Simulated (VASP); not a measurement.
# SnO2 (Cm) in VASP: notebook

SnO2 is run at these levels: PBE; tasks: single point.

All numbers are computed with VASP 6.6.1; they aren't measurements. Logs are shortened: lines on timing, memory, paths and dates and some standing lists are left out, and cuts for length are marked.

## 1. The cell of the first run

The structure is monoclinic, space group Cm (No. 8). Conventional cell: a = 11.126 Å, b = 4.053 Å, c = 4.053 Å, α = 90.00°, β = 111.36°, γ = 90.00°. Within 2.8 Å of Sn (site symmetry m) lie 6 O at 2.09 to 2.46 Å. Sn (site symmetry m) has 6 O at 1.75 to 2.10 Å within 2.3 Å. Within 2.5 Å of O (site symmetry m) lie 3 Sn at 1.75 to 2.46 Å and 3 O at 2.31 to 2.43 Å. O (site symmetry m) has 3 Sn at 2.09 to 2.10 Å and 2 O at 2.43 Å within 2.8 Å. Within 2.9 Å of O (site symmetry m) lie 3 Sn at 2.09 to 2.10 Å and 4 O at 2.58 to 2.81 Å. Within 2.8 Å of O (site symmetry m) lie 3 Sn at 2.09 to 2.10 Å and 3 O at 2.31 to 2.58 Å.

## 2. Single point, PBE (atom 3 (O) moved by -0.880 Å along [0 1 0] and +0.587 Å along [0 0 1])

INCAR

```
SYSTEM = SnO2
ALGO     = Normal         ! electronic algorithm
EDIFF    = 1E-7           ! SCF threshold, eV
ENCUT    = 520            ! plane-wave cutoff, eV
GGA      = PE             ! functional
ISIF     = 2              ! what is computed and relaxed
ISMEAR   = 0              ! smearing method
LASPH    = .TRUE.         ! aspherical terms in the spheres
LCHARG   = .TRUE.         ! write CHGCAR
LELF     = .TRUE.         ! ELF
LREAL    = .FALSE.        ! projectors in reciprocal space
LVHAR    = .TRUE.       
LWAVE    = .FALSE.        ! write WAVECAR
NBANDS   = 35             ! bands
NELM     = 80             ! most SCF steps
PREC     = Accurate       ! precision mode
SIGMA    = 0.05           ! smearing width, eV
```

KPOINTS

```
k-points
0
G
  10 10 10
  0 0 0
```

POSCAR

```
SnO2
1.0
   -2.0262505044      2.0262505044      5.1806864801
    2.0262505044     -2.0262505044      5.1806864801
    2.0262505044      2.0262505044     -5.1806864801
Sn O
2 4
Direct
    0.7500000000      0.2500000000      0.5000000000
    0.0000000000      0.0000000000      0.0000000000
    0.6370719605      0.8542218139     -0.2171498534
    0.9524019562      0.4524019562      0.5000000000
    0.2024019562      0.2024019562      0.0000000000
    0.5475980438      0.0475980438      0.5000000000
```

Potentials or basis: VASP PAW PBE potentials, release 64 (Sn_d, O).

Launch:

```
$ cat potpaw_PBE.64/Sn_d/POTCAR potpaw_PBE.64/O/POTCAR > POTCAR
$ mpirun -np 1 vasp_std > vasp.out
```

OUTCAR:

```text
SYSTEM = SnO2
   EDIFF = 1E-7
   ENCUT = 520
   GGA = PE
   ISIF = 2
   ISMEAR = 0
   LASPH = .TRUE.
   LREAL = .FALSE.
   NELM = 80
   PREC = Accurate

 ion  position               nearest neighbor table
   1  0.750  0.250  0.500-   5 2.09   5 2.09   6 2.10   4 2.10   3 2.46   3 2.46   2 3.29   2 3.29
                             2 3.29   2 3.29
   2  0.000  0.000  0.000-   3 1.75   6 2.09   4 2.09   6 2.09   4 2.09   5 2.10   1 3.29   1 3.29
                             1 3.29   1 3.29
   3  0.637  0.854  0.783-   2 1.75   1 2.46   1 2.46
   4  0.952  0.452  0.500-   2 2.09   2 2.09   1 2.10
   5  0.202  0.202  0.000-   1 2.09   1 2.09   2 2.10
   6  0.548  0.048  0.500-   2 2.09   2 2.09   1 2.10

  LATTYP: Found a body centered tetragonal cell.
 ALAT       =     4.0525010088
 C/A-ratio  =     2.5567847948

  Lattice vectors:

 A1 = (  -2.0262505044,   2.0262505044,   5.1806864801)
 A2 = (   2.0262505044,  -2.0262505044,   5.1806864801)
 A3 = (   2.0262505044,   2.0262505044,  -5.1806864801)

Analysis of symmetry for initial positions (statically):
=====================================================================
 Subroutine PRICEL returns:
 Original cell was already a primitive cell.

 Routine SETGRP: Setting up the symmetry group for a
 body centered tetragonal supercell.

 Subroutine GETGRP returns: Found  2 space group operations
 (whereof  2 operations were pure point group operations)
 out of a pool of 16 trial point group operations.

The static configuration has the point symmetry C_1h.

Analysis of symmetry for dynamics (positions and initial velocities):
=====================================================================
 Subroutine PRICEL returns:
 Original cell was already a primitive cell.

 Routine SETGRP: Setting up the symmetry group for a
 body centered tetragonal supercell.

 Subroutine GETGRP returns: Found  2 space group operations
 (whereof  2 operations were pure point group operations)
 out of a pool of 16 trial point group operations.

The dynamic configuration has the point symmetry C_1h.

 Subroutine INISYM returns: Found  2 space group operations
 (whereof  2 operations are pure point group operations),
 and found     1 'primitive' translations

----------------------------------------------------------------------------------------

                                     Primitive cell

  volume of cell :      85.0812

  direct lattice vectors                    reciprocal lattice vectors
    -2.026250504  2.026250504  5.180686480     0.000000000  0.246761197  0.096512306
     2.026250504 -2.026250504  5.180686480     0.246761197  0.000000000  0.096512306
     2.026250504  2.026250504 -5.180686480     0.246761197  0.246761197  0.000000000

  length of vectors
     5.920379601  5.920379601  5.920379601     0.264963608  0.264963608  0.348973032

  position of ions in fractional coordinates (direct lattice)
     0.750000000  0.250000000  0.500000000
     0.000000000  0.000000000  0.000000000
     0.637071961  0.854221814  0.782850147
     0.952401956  0.452401956  0.500000000
     0.202401956  0.202401956  0.000000000
     0.547598044  0.047598044  0.500000000

  ion indices of the primitive-cell ions
   primitive index   ion index
                 1           1
                 2           2
                 3           3
                 4           4
                 5           5
                 6           6

----------------------------------------------------------------------------------------

 KPOINTS: k-points

Automatic generation of k-mesh.
 Grid dimensions read from file:
 generate k-points for:   10   10   10

 Generating k-lattice:

  Cartesian coordinates                     Fractional coordinates (reciprocal lattice)
     0.000000000  0.024676120  0.009651231     0.100000000  0.000000000 -0.000000000
     0.024676120  0.000000000  0.009651231     0.000000000  0.100000000 -0.000000000
     0.024676120  0.024676120  0.000000000     0.000000000  0.000000000  0.100000000

  Length of vectors
[... 46 lines left out ...]

 number of electron      52.0000001 magnetization

 Free energy of the ion-electron system (eV)
  ---------------------------------------------------
  ext. energy  EPLUGINS =         0.00000000
  ---------------------------------------------------
  free energy    TOTEN  =       -33.64430058 eV

  energy without entropy =      -33.64430058  energy(sigma->0) =      -33.64430058

 E-fermi :   4.6041     XC(G=0): -10.1340

 val. band max:        4.4183978984   @ k =  -0.3000   0.3000   0.3000
 cond. band min:       4.7832913077   @ k =   0.0000   0.0000   0.0000
 fundamental gap:      0.3648934094
 Fermi energy:         4.6040968130

 k-point     1 :       0.0000    0.0000    0.0000
  band No.  band energies     occupation
      1     -16.8502      2.00000
      2     -16.6542      2.00000
      3     -16.5804      2.00000
      4     -16.3467      2.00000
      5     -16.3095      2.00000
      6     -16.2080      2.00000
[... 27 lines left out ...]
     34      15.6292      0.00000
     35      16.4450      0.00000

 k-point     2 :       0.1000   -0.0000    0.0000
  band No.  band energies     occupation
      1     -16.8277      2.00000
      2     -16.6719      2.00000
      3     -16.5553      2.00000
      4     -16.3477      2.00000
      5     -16.3100      2.00000
      6     -16.2077      2.00000
[... 27 lines left out ...]
     34      15.4693      0.00000
     35      16.3482      0.00000

 k-point     3 :      -0.0000    0.1000    0.0000
  band No.  band energies     occupation
      1     -16.8537      2.00000
      2     -16.6564      2.00000
      3     -16.5816      2.00000
      4     -16.3471      2.00000
      5     -16.3018      2.00000
      6     -16.2077      2.00000
[... 27 lines left out ...]
     34      15.5707      0.00000
     35      16.4970      0.00000
[... 723 lines left out ...]
 k-point    23 :       0.3000    0.1000    0.0000
  band No.  band energies     occupation
      1     -16.7930      2.00000
      2     -16.6256      2.00000
      3     -16.4678      2.00000
      4     -16.3542      2.00000
      5     -16.3081      2.00000
      6     -16.1997      2.00000
[... 27 lines left out ...]
     34      15.3578      0.00000
     35      15.8688      0.00000

 k-point    24 :      -0.0000    0.4000   -0.1000
  band No.  band energies     occupation
      1     -16.8587      2.00000
      2     -16.6708      2.00000
      3     -16.5764      2.00000
      4     -16.3509      2.00000
      5     -16.2571      2.00000
      6     -16.2091      2.00000
[... 27 lines left out ...]
     34      15.6842      0.00000
     35      16.6373      0.00000

 [... further k-points ...]

------------------------ aborting loop because EDIFF is reached ----------------------------------------

  FORCE on cell =-STRESS in cart. coord.  units (eV):
  Direction    XX          YY          ZZ          XY          YZ          ZX
  --------------------------------------------------------------------------------------
  -------------------------------------------------------------------------------------
  Total        2.8626637      4.3160264     12.2316079      0.0000000      7.5208433      0.0000000
  in kB       53.9072707     81.2757723    230.3353309      0.0000000    141.6261815      0.0000000
  external PRESSURE =     121.8394580 kB  Pullay stress =       0.0000000 kB

 VOLUME and BASIS-vectors are now :
 -----------------------------------------------------------------------------
  energy-cutoff  :      520.00
  volume of cell :       85.08
      direct lattice vectors                 reciprocal lattice vectors
    -2.026250504  2.026250504  5.180686480     0.000000000  0.246761197  0.096512306
     2.026250504 -2.026250504  5.180686480     0.246761197  0.000000000  0.096512306
     2.026250504  2.026250504 -5.180686480     0.246761197  0.246761197  0.000000000

 POSITION                                       TOTAL-FORCE (eV/Angst)
 -----------------------------------------------------------------------------------
      0.00000      2.02625      2.59034         0.000000     -1.517714      1.677785
      0.00000      0.00000      0.00000        -0.000000      3.906495      6.549646
      2.02625      1.14625      3.67022        -0.000000     -1.628372    -10.746659
      0.00000      2.02625      4.68751         0.000000      1.337561      0.319144
      0.00000      0.00000      2.09716         0.000000     -0.949136     -0.065208
      0.00000      2.02625      0.49318        -0.000000     -1.148834      2.265291
 -----------------------------------------------------------------------------------
    total drift:                               -0.000000     -0.000155     -0.000026

  FREE ENERGIE OF THE ION-ELECTRON SYSTEM (eV)
  ---------------------------------------------------
  free  energy   TOTEN  =       -33.6443005797 eV

  energy  without entropy=      -33.6443005795  energy(sigma->0) =      -33.64430058
```

It took 25 min on 1 thread of Oxide Virtual Turin-like, shared host; peak memory 0.75 GiB.

Results:

```
Free energy            : -33.6443 eV
Pressure               : 12.2 GPa
Largest force          : 10.869 eV/Å
Band gap on the k mesh : 0.36 eV (least direct gap 0.86 eV)
```

Forces on the atoms (eV/Å):
```
Sn    0.000  -1.518   1.678
Sn    0.000   3.906   6.550
O     0.000  -1.628 -10.747
O     0.000   1.338   0.319
O     0.000  -0.949  -0.065
O     0.000  -1.149   2.265
```

Stress tensor (GPa, compression positive):
```
 5.39  0.00  0.00
 0.00  8.13 14.16
 0.00 14.16 23.03
```

Caveat: the cell differs from its parent crystal (atom 3 (O) moved by -0.880 Å along [0 1 0] and +0.587 Å along [0 0 1]); the cell stands under pressure; spin-orbit coupling is left out, which moves the levels of the heavy elements; forces of over 1 eV/Å act on the atoms, so gaps and moduli don't describe the material at rest. A k mesh can miss the band edges.

## 3. Single point, PBE (atom 3 (O) moved by -0.293 Å along [0 1 0] and -0.293 Å along [0 0 1])

INCAR

```
PREC = Accurate ; ENCUT = 520
EDIFF = 1E-6 ; ISMEAR = 0
SIGMA = 0.05 ; LREAL = False
LASPH = True ; NELM = 100
ALGO = Normal ; ISIF = 2
LWAVE = False ; LCHARG = False
GGA = PE ; NBANDS = 35
```

KPOINTS

```
Automatic mesh
0
Gamma
  10 10 10
```

POSCAR: that of step 2 with these lines changed.

```diff
@@ -10,3 +10,3 @@
     0.0000000000      0.0000000000      0.0000000000
-    0.6370719605      0.8542218139     -0.2171498534
+    0.6969159253      0.7692909844     -0.0723750591
     0.9524019562      0.4524019562      0.5000000000
```

Potentials or basis: VASP PAW PBE potentials, release 64 (Sn_d, O).

Launch:

```
$ cat potpaw_PBE.64/Sn_d/POTCAR potpaw_PBE.64/O/POTCAR > POTCAR
$ mpirun -np 1 vasp_std > vasp.out
```

It took 25 min on 1 thread of Oxide Virtual Turin-like, shared host; peak memory 0.75 GiB.

Results (log left out):

```
Free energy            : -36.4640 eV
Pressure               : -1.1 GPa
Largest force          : 2.282 eV/Å
Band gap on the k mesh : 0.68 eV (least direct gap 1.27 eV)
```

Forces on the atoms (eV/Å):
```
Sn   0.000  0.014 -0.519
Sn   0.000 -0.270 -0.161
O    0.000  0.820  2.129
O    0.000  0.124 -0.569
O    0.000 -0.637 -0.171
O    0.000 -0.052 -0.709
```

Stress tensor (GPa, compression positive):
```
 0.38  0.00  0.00
 0.00 -0.29 -0.39
 0.00 -0.39 -3.33
```

Levels at points of the mesh, in eV from the valence-band top:
```tsv
k point	band 22	band 23	band 24	band 25	band 26	band 27	band 28	band 29	band 30	band 31
(0.00, 0.00, 0.00)	-1.29	-1.15	-1.06	-0.62	-0.59	0.68	4.19	8.35	8.76	9.92
(0.50, 0.00, 0.00)	-1.32	-1.17	-1.05	-0.98	-0.78	3.35	4.87	7.12	8.03	9.29
(0.00, 0.50, 0.00)	-1.45	-1.29	-1.14	-0.86	-0.62	4.09	5.72	6.77	7.54	9.39
(0.00, 0.50, 0.50)	-1.51	-1.13	-0.98	-0.96	-0.79	3.38	4.93	7.08	8.42	9.36
(0.50, 0.50, 0.00)	-1.38	-1.10	-0.98	-0.53	-0.02	5.60	5.97	6.67	7.46	7.78
(0.50, 0.50, 0.50)	-2.57	-1.42	-1.23	-0.58	-0.57	2.40	3.54	6.71	7.80	10.43
```

Caveat: the cell differs from its parent crystal (atom 3 (O) moved by -0.293 Å along [0 1 0] and -0.293 Å along [0 0 1]); spin-orbit coupling is left out, which moves the levels of the heavy elements; forces of over 1 eV/Å act on the atoms, so gaps and moduli don't describe the material at rest.

## 4. Single point, PBE (atom 3 (O) moved by -0.587 Å along [0 1 0] and +0.293 Å along [0 0 1])

INCAR

```
  PREC = Accurate
  ENCUT = 520
  EDIFF = 1E-6
  ISMEAR = 0
  SIGMA = 0.05
  LREAL = F
  LASPH = T
  NELM = 100
  ALGO = Normal
  ISIF = 2
  LWAVE = F
  LCHARG = F
  GGA = PE
  NBANDS = 35
```

KPOINTS is that of step 3.

POSCAR: that of step 3 with these lines changed.

```diff
@@ -10,3 +10,3 @@
     0.0000000000      0.0000000000      0.0000000000
-    0.6969159253      0.7692909844     -0.0723750591
+    0.6811303089      0.8259051032     -0.1447747943
     0.9524019562      0.4524019562      0.5000000000
```

Launch:

```
$ cat potpaw_PBE.64/Sn_d/POTCAR potpaw_PBE.64/O/POTCAR > POTCAR
$ mpirun -np 1 vasp_std > vasp.out
```

It took 33 min on 1 thread of Oxide Virtual Turin-like, shared host; peak memory 0.75 GiB.

Results (log left out):

```yaml
Free_energy: -35.9239 eV
Pressure: 4.2 GPa
Largest_force: 4.953 eV/Å
Band_gap_on_the_k_mesh: 1.12 eV (least direct gap 1.50 eV)
```

Forces in eV/Å, atoms in the order of the input:
```
Sn   0.000 -0.918  1.115
Sn   0.000  0.646  2.442
O    0.000  0.876 -4.875
O    0.000  0.711  0.395
O    0.000 -0.906 -0.018
O    0.000 -0.410  0.941
```

Stress tensor (GPa, compression positive):
```
 0.56  0.00  0.00
 0.00  1.35  5.56
 0.00  5.56 10.79
```

Levels at points of the mesh, in eV from the valence-band top:
```tsv
k point	band 23	band 24	band 25	band 26	band 27	band 28	band 29	band 30
(0.00, 0.00, 0.00)	-0.77	-0.62	-0.49	-0.38	1.12	5.12	8.57	8.70
(0.50, 0.00, 0.00)	-0.93	-0.92	-0.70	-0.41	4.20	5.92	7.51	7.73
(0.00, 0.50, 0.00)	-1.15	-0.85	-0.30	-0.11	3.41	5.50	6.39	8.16
(0.00, 0.50, 0.50)	-1.04	-0.68	-0.65	-0.55	4.31	6.02	7.20	7.56
(0.50, 0.50, 0.00)	-0.81	-0.64	-0.22	-0.03	5.00	6.05	6.88	7.86
(0.50, 0.50, 0.50)	-1.18	-1.17	-0.50	-0.40	3.48	4.38	7.07	7.29
```

Caveat: the cell differs from its parent crystal (atom 3 (O) moved by -0.587 Å along [0 1 0] and +0.293 Å along [0 0 1]); the cell stands under pressure; spin-orbit coupling is left out, which moves the levels of the heavy elements; forces of over 1 eV/Å act on the atoms, so gaps and moduli don't describe the material at rest. A k mesh can miss the band edges.

## 5. Single point, PBE (atom 3 (O) moved by -0.587 Å along [0 1 0] and -0.293 Å along [0 0 1])

INCAR

```
SYSTEM = SnO2
ALGO = Normal ; EDIFF = 1E-6
ENCUT = 520 ; GGA = PE
ISIF = 2 ; ISMEAR = 0
LASPH = .TRUE. ; LCHARG = .TRUE.
LELF = .TRUE. ; LREAL = .FALSE.
LVHAR = .TRUE. ; LWAVE = .FALSE.
NBANDS = 35 ; NELM = 60
PREC = Accurate ; SIGMA = 0.05
```

KPOINTS

```
k-points
0
G
  10 10 10
  0 0 0
```

POSCAR: that of step 4 with these lines changed.

```diff
@@ -10,3 +10,3 @@
     0.0000000000      0.0000000000      0.0000000000
-    0.6811303089      0.8259051032     -0.1447747943
+    0.6245161901      0.7692909844     -0.1447747943
     0.9524019562      0.4524019562      0.5000000000
```

Launch:

```
$ cat potpaw_PBE.64/Sn_d/POTCAR potpaw_PBE.64/O/POTCAR > POTCAR
$ mpirun -np 1 vasp_std > vasp.out
```

Run time: 41 min. Hardware: 1 thread of AMD EPYC 9755, shared host; peak memory 0.75 GiB.

Results (log left out):

```
Free energy            : -36.0581 eV
Pressure               : -1.6 GPa
Largest force          : 2.871 eV/Å
Band gap on the k mesh : 0.61 eV (least direct gap 1.14 eV)
```

Forces on the atoms (eV/Å):
```
Sn   0.000 -0.312 -0.408
Sn   0.000 -0.516 -0.072
O    0.000  2.028  2.032
O    0.000  0.233 -0.579
O    0.000 -1.321 -0.347
O    0.000 -0.112 -0.626
```

Stress tensor (GPa, compression positive):
```
-1.40  0.00  0.00
 0.00 -1.16 -0.47
 0.00 -0.47 -2.32
```

Levels at points of the mesh, in eV from the valence-band top:
| k point | band 22 | band 23 | band 24 | band 25 | band 26 | band 27 | band 28 | band 29 | band 30 | band 31 |
| --- | --- | --- | --- | --- | --- | --- | --- | --- | --- | --- |
| (0.00, 0.00, 0.00) | -1.46 | -1.21 | -1.15 | -0.70 | -0.53 | 0.61 | 3.91 | 7.92 | 8.53 | 9.56 |
| (0.50, 0.00, 0.00) | -1.37 | -1.27 | -1.17 | -0.99 | -0.85 | 3.02 | 4.63 | 6.91 | 7.68 | 8.91 |
| (0.00, 0.50, 0.00) | -1.63 | -1.58 | -1.14 | -0.93 | -0.52 | 3.77 | 4.98 | 6.23 | 7.23 | 8.89 |
| (0.00, 0.50, 0.50) | -1.54 | -1.31 | -1.10 | -0.92 | -0.82 | 3.06 | 4.75 | 6.76 | 8.40 | 9.12 |
| (0.50, 0.50, 0.00) | -1.57 | -1.17 | -0.89 | -0.65 | -0.03 | 5.05 | 5.19 | 6.60 | 7.09 | 7.57 |
| (0.50, 0.50, 0.50) | -2.37 | -1.54 | -1.28 | -0.79 | -0.53 | 2.07 | 3.37 | 6.46 | 7.64 | 9.99 |

Caveat: the cell differs from its parent crystal (atom 3 (O) moved by -0.587 Å along [0 1 0] and -0.293 Å along [0 0 1]); spin-orbit coupling is left out, which moves the levels of the heavy elements; forces of over 1 eV/Å act on the atoms, so gaps and moduli don't describe the material at rest. A k mesh can miss the band edges.

## 6. Overview

```tsv
cell	gap on the mesh (eV)	pressure (GPa)	largest force (eV/Å)
as given, atomic positions A	0.36	12.2	10.87
as given, atomic positions B	0.68	-1.1	2.28
as given, atomic positions C	1.12	4.2	4.95
as given, atomic positions D	0.61	-1.6	2.87
```

Alike in all rows: task single point; level PBE; potentials or basis VASP PAW PBE potentials, release 64 (Sn_d, O); no spin polarisation; k mesh 10 × 10 × 10; cutoff (eV) 520; smearing gaussian 0.05 eV.

Caveats: spin-orbit coupling is left out, which moves the levels of the heavy elements; forces of over 1 eV/Å act on the atoms, so gaps and moduli don't describe the material at rest; the cell stands under pressure (at least some runs).

Absolute energies hang on the potentials; compare differences alone.
